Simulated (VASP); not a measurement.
Input of a VASP 6.6.1 run:

POSCAR

```
ZnS
1.0
    0.0000000000      2.6395255501      2.6395255501
    2.6395255501      0.0000000000      2.6395255501
    2.6395255501      2.6395255501      0.0000000000
Zn S
1 1
Direct
    0.2500000000      0.2500000000      0.2500000000
    0.0000000000      0.0000000000      0.0000000000
```

File INCAR.step1:

```
SYSTEM = ZnS
PREC = Accurate ; ENCUT = 520
ISMEAR = 0 ; SIGMA = 0.02
LREAL = .False. ; LASPH = .True.
NELM = 80 ; NBANDS = 16
GGA = PE ; ALGO = Normal
EDIFF = 1E-4 ; LWAVE = .True.
LCHARG = .False.
```

Contents of INCAR.step2:

```
SYSTEM = ZnS
PREC = Accurate ; ENCUT = 520
EDIFF = 1E-7 ; ISMEAR = 0
SIGMA = 0.02 ; LREAL = .False.
LASPH = .True. ; NELM = 80
ALGO = Normal ; ISIF = 2
LWAVE = .False. ; LCHARG = .False.
METAGGA = R2SCAN ; LMIXTAU = .True.
NBANDS = 16 ; ISTART = 1
```

The input KPOINTS:

```
regular mesh
0
Gamma
  8 8 8
  0 0 0
```

Potentials or basis: VASP PAW PBE potentials, release 64 (Zn, S).

Run with:

```bash
$ cat potpaw_PBE.64/Zn/POTCAR potpaw_PBE.64/S/POTCAR > POTCAR
$ cp INCAR.step1 INCAR
$ mpirun -np 1 vasp_std > vasp.out
$ cp INCAR.step2 INCAR
$ mpirun -np 1 vasp_std > vasp.out
```

What does it give for the band gap on the k mesh?

3.01 eV, direct.

Estimate the pressure.

5.6 GPa.

Caveat: the PAW data sets were made with another functional, which shifts forces and pressure a little.
